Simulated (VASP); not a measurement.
Write the native input for VASP 6.6.1 that does the following.

* Task: single point
* Functional: LDA
* Potentials or basis: VASP PAW LDA potentials, release 64 (Cu)
* Cutoff: 520 eV
* k mesh: 12 × 12 × 11
* Occupations: gaussian, width 0.1 eV
* Spin: no spin polarisation
* Dipole correction: no
* Further INCAR settings: ALGO = Normal; EDIFF = 1e-06; NBANDS = 18

The structure of Cu lies in POSCAR:

```
Cu
1.0
    1.2184640000     -3.9763780000      0.0000000000
    1.2184640000      3.9763780000      0.0000000000
    0.0000000000      0.0000000000      2.4754960000
Cu
2
Direct
    0.1338670000      0.8661330000      0.2500000000
    0.8661330000      0.1338670000      0.7500000000
```

The input as run:

INCAR

```
  ALGO = Normal
  EDIFF = 1E-6
  ENCUT = 520
  ISIF = 2
  ISMEAR = 0
  LASPH = True
  LCHARG = False
  LREAL = False
  LWAVE = False
  NBANDS = 18
  NELM = 80
  PREC = Accurate
  SIGMA = 0.1
```

KPOINTS

```
k-points
0
Gamma
  12 12 11
```

Potentials or basis: VASP PAW LDA potentials, release 64 (Cu).

Launch:

```console
$ cat potpaw_LDA.64/Cu/POTCAR > POTCAR
$ mpirun -np 1 vasp_std > vasp.out
```

Results of the run:

The pressure is -6.6 GPa and the largest force is 0.037 eV/Å. The band gap on the k mesh is zero (bands 11 and 12 overlap by 5.12 eV).

Caveat: the cell stands under tension.

It took 71 s on 1 thread of Intel(R) Xeon(R) Platinum 8259CL CPU @ 2.50GHz (Skylake/Cascade Lake), with other jobs on the host, peak memory 0.2 GiB.
